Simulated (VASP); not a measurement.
# SrTiO3 (P6/mmm) in VASP: notebook, part 2 of 2

VASP 6.6.1. The steps go on from the part before.

## 3. Relaxation of cell and atoms, PBE, collinear spin

This run uses another cell than the first one, of 14.74 Å³/atom.

Contents of INCAR:

```
PREC = Accurate
ENCUT = 600
EDIFF = 1E-6
ISMEAR = 0
SIGMA = 0.1
LREAL = False
LASPH = True
NELM = 150
ALGO = Normal
ISIF = 3
LWAVE = False
LCHARG = False
ISPIN = 2
MAGMOM = 0 1 0 0 0
LORBIT = 11
LMAXMIX = 4
GGA = PE
IBRION = 2
NSW = 90
EDIFFG = -0.04
```

Contents of KPOINTS:

```
regular mesh
0
Gamma
  6 6 4
```

Contents of POSCAR:

```
SrTiO3
1.0
    4.1543628400      0.0000000000      0.0000000000
   -2.0771814200      3.5977837600      0.0000000000
    0.0000000000      0.0000000000      4.9301621400
Sr Ti O
1 1 3
Direct
    0.0000000000      0.0000000000      0.0000000000
    0.0000000000      0.0000000000      0.5000000000
    0.5000000000      0.0000000000      0.5000000000
    0.0000000000      0.5000000000      0.5000000000
    0.5000000000      0.5000000000      0.5000000000
```

Potentials or basis: VASP PAW PBE potentials, release 64 (Sr_sv, Ti_sv, O).

Command:

```bash
$ cat potpaw_PBE.64/Sr_sv/POTCAR potpaw_PBE.64/Ti_sv/POTCAR potpaw_PBE.64/O/POTCAR > POTCAR
$ mpirun -np 1 vasp_std > vasp.out
```

OUTCAR:

```text
PREC = Accurate
   ENCUT = 600
   EDIFF = 1E-6
   ISMEAR = 0
   LREAL = False
   LASPH = True
   NELM = 150
   ISIF = 3
   ISPIN = 2
   LORBIT = 11
   GGA = PE
   IBRION = 2
   NSW = 90
   EDIFFG = -0.04

 ion  position               nearest neighbor table
   1  0.000  0.000  0.000-   2 2.47   2 2.47   3 3.22   3 3.22   3 3.22   3 3.22   4 3.22   5 3.22
                             4 3.22   4 3.22   4 3.22   5 3.22   5 3.22   5 3.22
   2  0.000  0.000  0.500-   3 2.08   3 2.08   5 2.08   4 2.08   4 2.08   5 2.08   1 2.47   1 2.47

   3  0.500  0.000  0.500-   2 2.08   2 2.08   1 3.22   1 3.22   1 3.22   1 3.22
   4  0.000  0.500  0.500-   2 2.08   2 2.08   1 3.22   1 3.22   1 3.22   1 3.22
   5  0.500  0.500  0.500-   2 2.08   2 2.08   1 3.22   1 3.22   1 3.22   1 3.22

  LATTYP: Found a hexagonal cell.
 ALAT       =     4.1543628400
 C/A-ratio  =     1.1867432696

  Lattice vectors:

 A1 = (   4.1543628400,   0.0000000000,   0.0000000000)
 A2 = (  -2.0771814200,   3.5977837600,   0.0000000000)
 A3 = (   0.0000000000,   0.0000000000,   4.9301621400)

Analysis of symmetry for initial positions (statically):
=====================================================================
 Subroutine PRICEL returns:
 Original cell was already a primitive cell.

 Routine SETGRP: Setting up the symmetry group for a
 hexagonal supercell.

 Subroutine GETGRP returns: Found 24 space group operations
 (whereof 24 operations were pure point group operations)
 out of a pool of 24 trial point group operations.

[... 191 lines left out ...]
 spin component 1

 k-point     1 :       0.0000    0.0000    0.0000
  band No.  band energies     occupation
      1     -51.9613      1.00000
      2     -31.2965      1.00000
      3     -28.4170      1.00000
      4     -28.3118      1.00000
      5     -28.3118      1.00000
      6     -15.8778      1.00000
[... 1483 lines left out ...]
--------------------------------------- Ionic step        9  -------------------------------------------

 number of electron      40.0000039 magnetization      -0.0069172

 Free energy of the ion-electron system (eV)
  ---------------------------------------------------
  ext. energy  EPLUGINS =         0.00000000
  ---------------------------------------------------
  free energy    TOTEN  =       -27.58865659 eV

  energy without entropy =      -27.57203349  energy(sigma->0) =      -27.58034504

 E-fermi :   3.4525     XC(G=0):  -9.0637

 val. band max:        3.4515206760   @ k =   0.1667   0.1667   0.5000
 cond. band min:       3.4577733679   @ k =   0.1667   0.1667   0.5000
 fundamental gap:      0.0062526919
 Fermi energy:         3.4524945487

 spin component 1

 k-point     1 :       0.0000    0.0000    0.0000
  band No.  band energies     occupation
      1     -54.2365      1.00000
      2     -33.3656      1.00000
      3     -30.5016      1.00000
      4     -30.5016      1.00000
      5     -30.4639      1.00000
      6     -17.2123      1.00000
[... 1200 lines left out ...]
  FREE ENERGIE OF THE ION-ELECTRON SYSTEM (eV)
  ---------------------------------------------------
  free  energy   TOTEN  =       -27.5886565946 eV

  energy  without entropy=      -27.5720334932  energy(sigma->0) =      -27.58034504

 reached required accuracy - stopping structural energy minimisation

 total charge

# of ion       s       p       d       tot
------------------------------------------
    1        2.078   5.689   0.174   7.941
    2        2.194   6.148   1.821  10.163
    3        1.627   3.230   0.000   4.857
    4        1.627   3.230   0.000   4.857
    5        1.627   3.230   0.000   4.857
--------------------------------------------------
tot          9.153  21.527   1.995  32.676

 magnetization (x)

# of ion       s       p       d       tot
------------------------------------------
    1       -0.000  -0.000  -0.001  -0.001
    2       -0.000  -0.000  -0.003  -0.003
    3        0.000   0.000   0.000   0.000
    4        0.000   0.000   0.000   0.000
    5        0.000   0.000   0.000   0.000
--------------------------------------------------
tot         -0.000  -0.000  -0.004  -0.004
```

CONTCAR:

```text
SrTiO3
   1.00000000000000
     4.1518471944245796    0.0000000000000000    0.0000000000000000
    -2.0759235972122898    3.5956051469652337    0.0000000000000000
     0.0000000000000000   -0.0000000000000000    6.2524464600911980
  Sr              Ti              O
     1     1     3
Direct
     0.0000000000000000    0.0000000000000000    0.0000000000000000
     0.0000000000000000    0.0000000000000000    0.5000000000000000
     0.5000000000000000    0.0000000000000000    0.5000000000000000
     0.0000000000000000    0.5000000000000000    0.5000000000000000
     0.5000000000000000    0.5000000000000000    0.5000000000000000

  0.00000000E+00  0.00000000E+00  0.00000000E+00
  0.00000000E+00  0.00000000E+00  0.00000000E+00
  0.00000000E+00  0.00000000E+00  0.00000000E+00
  0.00000000E+00  0.00000000E+00  0.00000000E+00
  0.00000000E+00  0.00000000E+00  0.00000000E+00
```

Run time: 21 min. Hardware: 1 thread of Intel Xeon Platinum 8375C at 2.90GHz (Ice Lake), shared host; peak memory 0.32 GiB.

Results:

```
Free energy                                           : -27.5887 eV
Relaxed volume                                        : 18.67 Å³/atom
Relaxed cell                                          : a = 4.152 Å, b = 4.152 Å, c = 6.252 Å, α = 90.00°, β = 90.00°, γ = 120.00°
Space group after relaxing (to 0.1 Å)                 : P6/mmm (No. 191)
Energy gained by relaxing                             : 299.8 meV/atom
Ionic steps                                           : 9
Pressure after relaxing                               : 0.1 GPa
Band gap on the k mesh                                : zero (filled and empty bands overlap)
Net moment                                            : -0.01 μB per cell
Valence electrons inside the program's atomic spheres : Sr 7.94; Ti 10.16; O 4.86
```

Step by step:
| step | energy change (eV) | largest force (eV/Å) | pressure (GPa) | volume (Å³) |
| --- | --- | --- | --- | --- |
| 1 | 0.0000 | 0.0000 | 15.30 | 73.69 |
| 2 | -1.1340 | 0.0000 | -2.17 | 89.45 |
| 3 | -1.1640 | 0.0000 | -3.90 | 92.42 |
| 4 | -1.1253 | 0.0000 | -6.75 | 98.50 |
| 5 | -1.1659 | 0.0000 | -4.88 | 94.29 |
| 6 | -1.4884 | 0.0000 | 1.78 | 91.74 |
| 7 | -1.4955 | 0.0000 | 0.78 | 92.08 |
| 8 | -1.4953 | 0.0000 | 0.92 | 92.03 |
| 9 | -1.4988 | 0.0000 | 0.08 | 93.34 |

Final structure:
```yaml
crystal:
  lattice:
    - [4.15185, 0.00000, 0.00000]
    - [-2.07592, 3.59561, 0.00000]
    - [0.00000, 0.00000, 6.25245]
  atoms:
    - { symbol: Sr, position: [0.00000, 0.00000, 0.00000] }
    - { symbol: Ti, position: [0.00000, 0.00000, 0.50000] }
    - { symbol: O, position: [0.50000, 0.00000, 0.50000] }
    - { symbol: O, position: [0.00000, 0.50000, 0.50000] }
    - { symbol: O, position: [0.50000, 0.50000, 0.50000] }
```

Levels at points of the mesh, in eV from the Fermi level:
Spin up:
| k point | band 16 | band 17 | band 18 | band 19 | band 20 | band 21 | band 22 | band 23 | band 24 | band 25 |
| --- | --- | --- | --- | --- | --- | --- | --- | --- | --- | --- |
| (0.00, 0.00, 0.00) | -2.57 | -2.00 | -2.00 | -0.56 | -0.55 | 0.40 | 0.40 | 1.36 | 1.36 | 2.05 |
| (0.50, 0.00, 0.00) | -3.38 | -3.35 | -2.62 | -2.39 | -1.11 | 0.18 | 0.86 | 1.31 | 1.34 | 1.80 |
| (0.00, 0.00, 0.50) | -2.03 | -2.03 | -1.49 | -0.56 | -0.25 | 0.60 | 0.60 | 1.36 | 1.36 | 2.08 |
| (0.50, 0.00, 0.50) | -3.56 | -3.36 | -2.57 | -2.39 | 0.24 | 0.25 | 0.86 | 1.41 | 1.46 | 2.05 |
Spin down:
```
           k point  band 18  band 19  band 20  band 21  band 22  band 23
(0.00, 0.00, 0.00)    -2.00    -0.56    -0.55     0.40     0.40     1.36
(0.50, 0.00, 0.00)    -2.62    -2.39    -1.12     0.18     0.86     1.31
(0.00, 0.00, 0.50)    -1.50    -0.56    -0.25     0.60     0.60     1.36
(0.50, 0.00, 0.50)    -2.57    -2.39     0.24     0.24     0.86     1.41
```

Caveat: the volume moved by over 15 % at a fixed basis, so the end points are rough.

The gap in the log of VASP goes by the Fermi energy; the results here count the filled bands.